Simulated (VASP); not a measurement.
# Rb (Im-3m) in VASP: a series of runs

Runs on Rb. Level: LDA. Tasks: single point.

Everything below comes from runs of VASP 6.6.1. Logs are shortened: lines on timing, memory, paths and dates and some standing lists are left out, and cuts for length are marked.

## (1) The cell of the first run

The structure is cubic, space group Im-3m (No. 229). The conventional cell has a = 5.084 Å, b = 5.084 Å, c = 5.084 Å, α = 90.00°, β = 90.00°, γ = 90.00°. Rb (site symmetry m-3m) has 14 Rb at 4.40 to 5.08 Å within 5.8 Å.

## (2) Single point, LDA (65.70 Å³/atom)

INCAR reads:

```
SYSTEM = Rb
PREC = Accurate
ENCUT = 520
EDIFF = 1E-6
ISMEAR = 0
SIGMA = 0.15
LREAL = .FALSE.
LASPH = .TRUE.
NELM = 60
ALGO = Normal
ISIF = 2
LWAVE = .FALSE.
LCHARG = .FALSE.
NBANDS = 10
```

KPOINTS reads:

```
regular mesh
0
G
  14 14 14
  0 0 0
```

POSCAR reads:

```
Rb
1.0
   -2.5419327262      2.5419327262      2.5419327262
    2.5419327262     -2.5419327262      2.5419327262
    2.5419327262      2.5419327262     -2.5419327262
Rb
1
Direct
    0.0000000000      0.0000000000      0.0000000000
```

Potentials or basis: VASP PAW LDA potentials, release 64 (Rb_sv).

On the command line:

```bash
$ cat potpaw_LDA.64/Rb_sv/POTCAR > POTCAR
$ mpirun -np 1 vasp_std > vasp.out
```

OUTCAR:

```text
SYSTEM = Rb
   PREC = Accurate
   ENCUT = 520
   EDIFF = 1E-6
   ISMEAR = 0
   LREAL = .FALSE.
   LASPH = .TRUE.
   NELM = 60
   ISIF = 2

 ion  position               nearest neighbor table
   1  0.000  0.000  0.000-

  LATTYP: Found a body centered cubic cell.
 ALAT       =     5.0838654524

  Lattice vectors:

 A1 = (  -2.5419327262,   2.5419327262,   2.5419327262)
 A2 = (   2.5419327262,  -2.5419327262,   2.5419327262)
 A3 = (   2.5419327262,   2.5419327262,  -2.5419327262)

Analysis of symmetry for initial positions (statically):
=====================================================================
 Subroutine PRICEL returns:
 Original cell was already a primitive cell.

 Routine SETGRP: Setting up the symmetry group for a
 body centered cubic supercell.

 Subroutine GETGRP returns: Found 48 space group operations
 (whereof 48 operations were pure point group operations)
 out of a pool of 48 trial point group operations.

The static configuration has the point symmetry O_h .

Analysis of symmetry for dynamics (positions and initial velocities):
=====================================================================
 Subroutine PRICEL returns:
 Original cell was already a primitive cell.

 Routine SETGRP: Setting up the symmetry group for a
 body centered cubic supercell.

 Subroutine GETGRP returns: Found 48 space group operations
 (whereof 48 operations were pure point group operations)
 out of a pool of 48 trial point group operations.

The dynamic configuration has the point symmetry O_h .

 Subroutine INISYM returns: Found 48 space group operations
 (whereof 48 operations are pure point group operations),
 and found     1 'primitive' translations

----------------------------------------------------------------------------------------

                                     Primitive cell

  volume of cell :      65.6980

  direct lattice vectors                    reciprocal lattice vectors
    -2.541932726  2.541932726  2.541932726     0.000000000  0.196700721  0.196700721
     2.541932726 -2.541932726  2.541932726     0.196700721  0.000000000  0.196700721
     2.541932726  2.541932726 -2.541932726     0.196700721  0.196700721  0.000000000

  length of vectors
     4.402756631  4.402756631  4.402756631     0.278176827  0.278176827  0.278176827

  position of ions in fractional coordinates (direct lattice)
[... 75 lines left out ...]
   ENCUT  =  520.0 eV  38.22 Ry    6.18 a.u.   8.19  8.19  8.19*2*pi/ulx,y,z
   NELM   =     60;   NELMIN=  2; NELMDL= -5     # of ELM steps
   EDIFF  = 0.1E-05   stopping-criterion for ELM
   LREAL  =      F    real-space projection
   EDIFFG = 0.1E-04   stopping-criterion for IOM
   NSW    =      0    number of steps for IOM
   IBRION =     -1    ionic relax: 0-MD 1-quasi-New 2-CG
   NFREE  =      0    steps in history (QN), initial steepest desc. (CG)
   ISIF   =      2    stress and relaxation
   ISYM   =      2    0-nonsym 1-usesym 2-fastsym
   POTIM  = 0.5000    time-step for ionic-motion
   TEBEG  =    0.0;   TEEND  =   0.0 temperature during run
   PSTRESS=    0.0 pullay stress
   NELECT =       9.0000    total number of electrons
   NUPDOWN=      -1.0000    fix difference up-down
   EMIN   =  10.00;   EMAX   =-10.00  energy-range for DOS
   EFERMI =   0.00;   METHOD = LEGACY
   ISMEAR =     0;   SIGMA  =   0.15  broadening in eV -4-tet -1-fermi 0-gaus
   EFERMI_NEDOS =   21; number of points for ismear=-14 and -15
   IALGO  =     38    algorithm
   IMIX   =      4    mixing-type and parameters
     AMIX     =   0.40;   BMIX     =  1.00
     AMIX_MAG =   1.60;   BMIX_MAG =  1.00
  volume/ion in A,a.u.               =      65.70       443.35
  Fermi-wavevector in a.u.,A,eV,Ry     =   0.843927  1.594791  9.690246  0.712213
  Thomas-Fermi vector in A             =   1.958873
   LORBIT       =      0    0 simple, 1 ext, 2 COOP (PROOUT), +10 PAW based schemes
   GGA     = CA    functional components
   LHFCALC =     F    Hartree Fock is set to
   AEXX    =    0.0000 exact exchange contribution
   IVDW    =     0    specifies the selected vdW correction
   LEPSILON=     F    determine dielectric tensor
   LRPA    =     F    only Hartree local field effects (RPA)
 non-spin polarized calculation
 Gauss-broadening in eV      SIGMA  =   0.15
  energy-cutoff  :      520.00
  volume of cell :       65.70
 maximum number of plane-waves:      1830
 NGX is ok and might be reduce to    36
   NGX = 17   NGY = 17   NGZ = 17

 number of electron       9.0000000 magnetization

 Free energy of the ion-electron system (eV)
  ---------------------------------------------------
  ext. energy  EPLUGINS =         0.00000000
  ---------------------------------------------------
  free energy    TOTEN  =        -1.03804649 eV

  energy without entropy =       -1.02681251  energy(sigma->0) =       -1.03242950

 E-fermi :   0.6241     XC(G=0):  -6.5766

 val. band max:        0.6057525737   @ k =  -0.2857   0.4286   0.1429
 cond. band min:       0.6360259012   @ k =  -0.3571   0.4286   0.1429
 fundamental gap:      0.0302733275
 Fermi energy:         0.6241118836

 k-point     1 :       0.0000    0.0000    0.0000
  band No.  band energies     occupation
      1     -28.0514      2.00000
      2     -12.0870      2.00000
      3     -12.0870      2.00000
      4     -12.0870      2.00000
      5      -1.8205      2.00000
      6       4.4717      0.00000
      7       4.4717      0.00000
      8       4.4717      0.00000
      9       5.7228      0.00000
     10       5.7228      0.00000
[... 287 lines left out ...]
 k-point    24 :       0.3571    0.2857    0.0000
  band No.  band energies     occupation
      1     -28.0292      2.00000
      2     -12.3071      2.00000
      3     -12.2622      2.00000
      4     -12.1224      2.00000
      5       1.6345      0.00000
      6       1.8454      0.00000
      7       2.2238      0.00000
      8       5.5029      0.00000
      9       6.0220      0.00000
     10       6.1257      0.00000

 [... further k-points ...]
[... 5 lines left out ...]
  --------------------------------------------------------------------------------------
  -------------------------------------------------------------------------------------
  Total        0.3331644      0.3331644      0.3331644      0.0000000      0.0000000     -0.0000000
  in kB        8.1248819      8.1248819      8.1248819      0.0000000      0.0000000     -0.0000000
  external PRESSURE =       8.1248819 kB  Pullay stress =       0.0000000 kB

 VOLUME and BASIS-vectors are now :
 -----------------------------------------------------------------------------
  energy-cutoff  :      520.00
  volume of cell :       65.70
      direct lattice vectors                 reciprocal lattice vectors
    -2.541932726  2.541932726  2.541932726     0.000000000  0.196700721  0.196700721
     2.541932726 -2.541932726  2.541932726     0.196700721  0.000000000  0.196700721
     2.541932726  2.541932726 -2.541932726     0.196700721  0.196700721  0.000000000

 POSITION                                       TOTAL-FORCE (eV/Angst)
 -----------------------------------------------------------------------------------
      0.00000      0.00000      0.00000        -0.000000      0.000000     -0.000000
 -----------------------------------------------------------------------------------
    total drift:                                0.000000     -0.000000      0.000000

  FREE ENERGIE OF THE ION-ELECTRON SYSTEM (eV)
  ---------------------------------------------------
  free  energy   TOTEN  =        -1.0380464918 eV

  energy  without entropy=       -1.0268125120  energy(sigma->0) =       -1.03242950
```

stdout:

```text
POSCAR found type information on POSCAR Rb
 POSCAR found :  1 types and       1 ions
 scaLAPACK will be used
 LDA part: xc-table for (Slater(with rela. corr.)+CA(PZ))
 , standard interpolation
 POSCAR, INCAR and KPOINTS ok, starting setup
 FFT: planning ... GRIDC
 FFT: planning ... GRID_SOFT
 FFT: planning ... GRID
 WAVECAR not read
 entering main loop
```

Run time: 25 s. Hardware: 1 thread of AMD EPYC 9R45 (Zen 5), shared host; peak memory 0.17 GiB.

Results:

```yaml
Free_energy: -1.0380 eV
Pressure: 0.8 GPa
Band_gap_on_the_k_mesh: zero (an odd number of electrons rules out a gap without spin polarisation)
```

## (3) Single point, LDA (69.87 Å³/atom)

This run uses another cell than the first one, of 69.87 Å³/atom.

INCAR reads:

```
SYSTEM = Rb
PREC = Accurate
ENCUT = 520
EDIFF = 1E-6
ISMEAR = 0
SIGMA = 0.15
LREAL = .False.
LASPH = .True.
NELM = 60
ALGO = Fast
ISIF = 2
LWAVE = .False.
LCHARG = .False.
NBANDS = 10
```

KPOINTS reads:

```
Automatic mesh
0
Gamma
  14 14 14
  0 0 0
```

POSCAR reads:

```
Rb
1.0
   -2.5946388544      2.5946388544      2.5946388544
    2.5946388544     -2.5946388544      2.5946388544
    2.5946388544      2.5946388544     -2.5946388544
Rb
1
Direct
    0.0000000000      0.0000000000      0.0000000000
```

Potentials or basis: VASP PAW LDA potentials, release 64 (Rb_sv).

On the command line:

```bash
$ cat potpaw_LDA.64/Rb_sv/POTCAR > POTCAR
$ mpirun -np 1 vasp_std > vasp.out
```

It took 33 s on 1 thread of AMD EPYC 9R45 (Zen 5), shared host; peak memory 0.18 GiB.

It converged, with:

- Free energy: -1.0545 eV
- Pressure: 0.5 GPa
- Band gap on the k mesh: zero (an odd number of electrons rules out a gap without spin polarisation)

Levels at points of the mesh, in eV from the Fermi level:
```tsv
k point	band 1	band 2	band 3	band 4	band 5	band 6	band 7	band 8
(0.00, 0.00, 0.00)	-28.68	-12.74	-12.74	-12.74	-2.35	3.80	3.80	3.80
(0.50, 0.00, 0.00)	-28.67	-12.98	-12.82	-12.74	0.11	1.10	2.53	4.73
(0.50, 0.50, 0.50)	-28.66	-12.90	-12.90	-12.90	1.04	1.04	4.02	4.02
```

## (4) Single point, LDA (74.04 Å³/atom)

This run uses another cell than the first one, of 74.04 Å³/atom.

INCAR reads:

```
ALGO = Fast
EDIFF = 1E-7
ENCUT = 520
ISIF = 2
ISMEAR = 0
LASPH = T
LCHARG = T
LELF = T
LREAL = F
LVHAR = T
LWAVE = F
NBANDS = 10
NELM = 60
PREC = Accurate
SIGMA = 0.15
```

KPOINTS reads:

```
k-points
0
Gamma
  14 14 14
```

POSCAR reads:

```
Rb
1.0
   -2.6452745977      2.6452745977      2.6452745977
    2.6452745977     -2.6452745977      2.6452745977
    2.6452745977      2.6452745977     -2.6452745977
Rb
1
Direct
    0.0000000000      0.0000000000      0.0000000000
```

Potentials or basis: VASP PAW LDA potentials, release 64 (Rb_sv).

On the command line:

```bash
$ cat potpaw_LDA.64/Rb_sv/POTCAR > POTCAR
$ mpirun -np 1 vasp_std > vasp.out
```

OUTCAR:

```text
EDIFF = 1E-7
   ENCUT = 520
   ISIF = 2
   ISMEAR = 0
   LASPH = T
   LREAL = F
   NELM = 60
   PREC = Accurate

 ion  position               nearest neighbor table
   1  0.000  0.000  0.000-

  LATTYP: Found a body centered cubic cell.
 ALAT       =     5.2905491954

  Lattice vectors:

 A1 = (  -2.6452745977,   2.6452745977,   2.6452745977)
 A2 = (   2.6452745977,  -2.6452745977,   2.6452745977)
 A3 = (   2.6452745977,   2.6452745977,  -2.6452745977)

Analysis of symmetry for initial positions (statically):
=====================================================================
 Subroutine PRICEL returns:
 Original cell was already a primitive cell.

 Routine SETGRP: Setting up the symmetry group for a
 body centered cubic supercell.

 Subroutine GETGRP returns: Found 48 space group operations
 (whereof 48 operations were pure point group operations)
 out of a pool of 48 trial point group operations.

The static configuration has the point symmetry O_h .

Analysis of symmetry for dynamics (positions and initial velocities):
=====================================================================
[... 157 lines left out ...]

 E-fermi :   0.2815     XC(G=0):  -6.2302

 val. band max:        0.2809044352   @ k =  -0.3571   0.4286   0.1429
 cond. band min:       0.2903976414   @ k =   0.2857   0.2143  -0.0000
 fundamental gap:      0.0094932062
 Fermi energy:         0.2814999531

 k-point     1 :       0.0000    0.0000    0.0000
  band No.  band energies     occupation
      1     -28.4179      2.00000
      2     -12.4868      2.00000
      3     -12.4868      2.00000
      4     -12.4868      2.00000
      5      -1.9873      2.00000
      6       4.0401      0.00000
      7       4.0401      0.00000
      8       4.0401      0.00000
      9       5.1791      0.00000
     10       5.1791      0.00000
[... 287 lines left out ...]
 k-point    24 :       0.3571    0.2857    0.0000
  band No.  band energies     occupation
      1     -28.4050      2.00000
      2     -12.6375      2.00000
      3     -12.6069      2.00000
      4     -12.5111      2.00000
      5       1.2739      0.00000
      6       1.4317      0.00000
      7       1.8513      0.00000
      8       4.7620      0.00000
      9       5.3752      0.00000
     10       5.5233      0.00000

 [... further k-points ...]
[... 5 lines left out ...]
  --------------------------------------------------------------------------------------
  -------------------------------------------------------------------------------------
  Total        0.0858940      0.0858940      0.0858940      0.0000000      0.0000000     -0.0000000
  in kB        1.8586648      1.8586648      1.8586648      0.0000000      0.0000000     -0.0000000
  external PRESSURE =       1.8586648 kB  Pullay stress =       0.0000000 kB

 VOLUME and BASIS-vectors are now :
 -----------------------------------------------------------------------------
  energy-cutoff  :      520.00
  volume of cell :       74.04
      direct lattice vectors                 reciprocal lattice vectors
    -2.645274598  2.645274598  2.645274598     0.000000000  0.189016294  0.189016294
     2.645274598 -2.645274598  2.645274598     0.189016294  0.000000000  0.189016294
     2.645274598  2.645274598 -2.645274598     0.189016294  0.189016294  0.000000000

 POSITION                                       TOTAL-FORCE (eV/Angst)
 -----------------------------------------------------------------------------------
      0.00000      0.00000      0.00000        -0.000000     -0.000000     -0.000000
 -----------------------------------------------------------------------------------
    total drift:                               -0.000000     -0.000000      0.000000

  FREE ENERGIE OF THE ION-ELECTRON SYSTEM (eV)
  ---------------------------------------------------
  free  energy   TOTEN  =        -1.0628139640 eV

  energy  without entropy=       -1.0522372688  energy(sigma->0) =       -1.05752562
```

stdout:

```text
POSCAR found type information on POSCAR Rb
 POSCAR found :  1 types and       1 ions
 scaLAPACK will be used
 LDA part: xc-table for (Slater(with rela. corr.)+CA(PZ))
 , standard interpolation
 POSCAR, INCAR and KPOINTS ok, starting setup
 FFT: planning ... GRIDC
 FFT: planning ... GRID_SOFT
 FFT: planning ... GRID
 WAVECAR not read
 entering main loop
WARNING in EDDRMM: call to ZHEGV failed, returncode =   8  4      5
WARNING in EDDRMM: call to ZHEGV failed, returncode =   8  4      7
WARNING in EDDRMM: call to ZHEGV failed, returncode =   8  4      7
WARNING in EDDRMM: call to ZHEGV failed, returncode =   6  3      9
WARNING in EDDRMM: call to ZHEGV failed, returncode =   8  4     10
```

Run time: 42 s. Hardware: 1 thread of AMD EPYC 9R45 (Zen 5), shared host; peak memory 0.18 GiB.

What came out:

* Free energy: -1.0628 eV
* Pressure: 0.2 GPa
* Band gap on the k mesh: zero (an odd number of electrons rules out a gap without spin polarisation)

## (5) Single point, LDA (82.38 Å³/atom)

This run uses another cell than the first one, of 82.38 Å³/atom.

INCAR reads:

```
SYSTEM = Rb
  PREC = Accurate
  ENCUT = 520
  EDIFF = 1E-6
  ISMEAR = 0
  SIGMA = 0.15
  LREAL = .False.
  LASPH = .True.
  NELM = 60
  ALGO = Normal
  ISIF = 2
  LWAVE = .False.
  LCHARG = .False.
  NBANDS = 10
```

KPOINTS reads:

```
regular mesh
0
Gamma
  14 14 14
  0 0 0
```

POSCAR reads:

```
Rb
1.0
   -2.7411173449      2.7411173449      2.7411173449
    2.7411173449     -2.7411173449      2.7411173449
    2.7411173449      2.7411173449     -2.7411173449
Rb
1
Direct
    0.0000000000      0.0000000000      0.0000000000
```

On the command line:

```bash
$ cat potpaw_LDA.64/Rb_sv/POTCAR > POTCAR
$ mpirun -np 1 vasp_std > vasp.out
```

Run time: 26 s. Hardware: 1 thread of AMD EPYC 9R45 (Zen 5), shared host; peak memory 0.19 GiB.

It converged, with:

```
Free energy            : -1.0620 eV
Pressure               : -0.2 GPa
Band gap on the k mesh : zero (an odd number of electrons rules out a gap without spin polarisation)
```

Levels at points of the mesh, in eV from the Fermi level:
| k point | band 2 | band 3 | band 4 | band 5 | band 6 | band 7 | band 8 | band 9 |
| --- | --- | --- | --- | --- | --- | --- | --- | --- |
| (0.00, 0.00, 0.00) | -12.83 | -12.83 | -12.83 | -2.12 | 3.67 | 3.67 | 3.67 | 4.72 |
| (0.50, 0.00, 0.00) | -12.97 | -12.88 | -12.83 | 0.18 | 0.92 | 2.54 | 4.36 | 5.34 |
| (0.50, 0.50, 0.50) | -12.93 | -12.93 | -12.93 | 1.21 | 1.21 | 3.52 | 3.52 | 3.52 |

(Part 1 of 2 ends here.)
